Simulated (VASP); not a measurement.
Wanted: the native input for a VASP 6.6.1 run.

- Task: single point
- Functional: PBE
- Potentials or basis: VASP PAW PBE potentials, release 64 (Cr_pv)
- Cutoff: 520 eV
- k mesh: 11 × 11 × 6
- Occupations: gaussian, width 0.021 eV
- Spin: collinear spin, ferromagnetic start
- Starting moments: [3.0, 3.0] μB
- Dipole correction: no
- Further INCAR settings: ALGO = Normal; EDIFF = 1e-07; NBANDS = 23

The structure of Cr lies in POSCAR:

```
Cr
1.0
    2.7140000000      0.0000000000      0.0000000000
   -1.3570000000      2.3503929459      0.0000000000
    0.0000000000      0.0000000000      4.4100000000
Cr
2
Direct
    0.6666666667      0.3333333333      0.7500000000
    0.3333333333      0.6666666667      0.2500000000
```

This isn't the form of Cr at room conditions, which is bcc.

These files were run (other wordings do the same):

INCAR

```
SYSTEM = Cr
ALGO = Normal
EDIFF = 1E-7
ENCUT = 520
GGA = PE
ISIF = 2
ISMEAR = 0
ISPIN = 2
LASPH = .TRUE.
LCHARG = .TRUE.
LELF = .TRUE.
LMAXMIX = 4
LORBIT = 11
LREAL = .FALSE.
LVHAR = .TRUE.
LWAVE = .FALSE.
MAGMOM = 3 3
NBANDS = 23
NELM = 150
PREC = Accurate
SIGMA = 0.020999999999999998
```

KPOINTS

```
k-points
0
G
  11 11 6
  0 0 0
```

Potentials or basis: VASP PAW PBE potentials, release 64 (Cr_pv).

Run with:

```bash
$ cat potpaw_PBE.64/Cr_pv/POTCAR > POTCAR
$ mpirun -np 1 vasp_std > vasp.out
```

Results of the run:

* Pressure: -25.7 GPa
* Net moment: 1.75 μB per cell
* Site moments: Cr +0.81 μB
* Valence electrons inside the program's atomic spheres: Cr 10.72

Caveat: the cell stands under tension; an empty level that is flat over the whole mesh can mark a ghost state of the potentials, or a narrow d or f band.

Run time: 16 min on 1 thread of AMD EPYC 7R13 (shared host), peak memory 0.2 GiB.
